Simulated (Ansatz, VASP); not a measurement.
# One calculation of TaN, two programs

```
Ta N
1.0
     0.00000    2.12962    2.12962
     2.12962    0.00000    2.12962
     2.12962    2.12962    0.00000
Ta N
1 1
Direct
  0.00000 0.00000 0.00000
  0.50000 0.50000 0.50000
```

Change from the starting cell: volume scaled by 0.94, PAW files.

Alike in both runs: task single point; functional LDA; k mesh 15 × 15 × 15; occupations fermi-dirac, width 0.05 eV; no spin polarisation.

```csv
,VASP,Ansatz
version,VASP 6.6.1,Ansatz 0.2.0
potentials or method,"VASP PAW LDA potentials, release 64 (Ta_pv, N)","PAW with Ansatz's default frozen-core files, scalar-relativistic"
plane-wave cutoff (eV),520,420
valence electrons in the cell,16,18
```

|  | VASP | Ansatz | Ansatz less VASP |
| --- | --- | --- | --- |
| pressure (GPa) | 29.3 | 26.7 | -2.65 |

LDA's correlation is that of Perdew and Zunger in VASP and of Perdew and Wang (1992) in Ansatz. VASP's potentials hold 16 valence electrons a cell and Ansatz's 18, so a difference there can come from the potentials and not from the codes.

Spin-orbit coupling is off throughout.
